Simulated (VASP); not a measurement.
Write the native input for VASP 6.6.1 that does the following.

* Task: single point
* Functional: PBE
* Potentials or basis: VASP PAW PBE potentials, release 64 (Hf_pv, O)
* Cutoff: 520 eV
* k mesh: 1 × 1 × 1
* Occupations: fermi-dirac, width 0.01 eV
* Spin: no spin polarisation
* Dipole correction: no
* Further INCAR settings: ALGO = Normal; EDIFF = 1e-06; NBANDS = 100

The structure of Hf7O16 (a cell with a defect) (vacancy hop of Hf) lies in POSCAR:

```
Hf7O16
1.0
    0.0000000000      5.0690718900      5.1011025500
    5.2936327600      0.0000000000      5.1011025500
    5.2936327600      5.0690718900      0.0000000000
Hf O
7 16
Direct
    0.2331361811      0.0416732324     -0.0109846661
    0.3731460526      0.5271493159      0.8645641508
    0.8009639231      1.0052620662      0.4497243957
    0.1931967646      0.0846049432      0.4623636757
    0.7250110814      0.5181699638      0.0360294174
    0.2246427846      0.5072156643      0.4557292983
    0.7995102252      0.9958602678      0.9548870674
   -0.0176689918      0.2552217539      0.1541424953
    0.5314353979      0.8579748190      0.5929645167
    0.3476157263      0.3800832296      0.7287604069
    0.9380745263      0.9296291528      0.1682210879
    0.1577919427      0.4155066670      0.2760320487
    0.5683140758      0.9135065553      0.7628607717
    0.3725547967      0.6862461090      0.1059586378
    0.8515524895      0.1330472026      0.6098335710
    0.1654225550      0.8365255434      0.4204953535
    0.6719634999      0.3405309460      0.9177178411
    0.4306015251      0.0748290117      0.1279999431
    0.9094652958      0.6076241813      0.6759489920
    0.1550528513      0.1803599311      0.7040176244
    0.7175230295      0.7056626307      0.1619338212
    0.1265912025      0.8028017971      0.8138551166
    0.5539732358      0.2940577452      0.3474801464
```

These files were run (other wordings do the same):

INCAR

```
SYSTEM = Hf7O16
ALGO = Normal
EDIFF = 1E-6
ENCUT = 520
GGA = PE
GGA_COMPAT = .False.
ISIF = 2
ISMEAR = -1
LASPH = .True.
LCHARG = .False.
LREAL = .False.
LWAVE = .False.
NBANDS = 100
NELM = 120
PREC = Accurate
SIGMA = 0.01
```

KPOINTS

```
k-points
0
Gamma
  1 1 1
  0 0 0
```

Potentials or basis: VASP PAW PBE potentials, release 64 (Hf_pv, O).

Launch:

```sh
$ cat potpaw_PBE.64/Hf_pv/POTCAR potpaw_PBE.64/O/POTCAR > POTCAR
$ mpirun -np 1 vasp_gam > vasp.out
```

It gave:

* Pressure: 0.4 GPa
* Largest force: 2.390 eV/Å
* Band gap on the k mesh: 0.18 eV

Caveat: the k points lie up to 1.06 Å⁻¹ apart; spin-orbit coupling is left out, which moves the levels of the heavy elements.

It took 91 s on 1 thread of Intel(R) Xeon(R) Platinum 8375C CPU @ 2.90GHz (Ice Lake), on a shared host, peak memory 0.38 GiB.
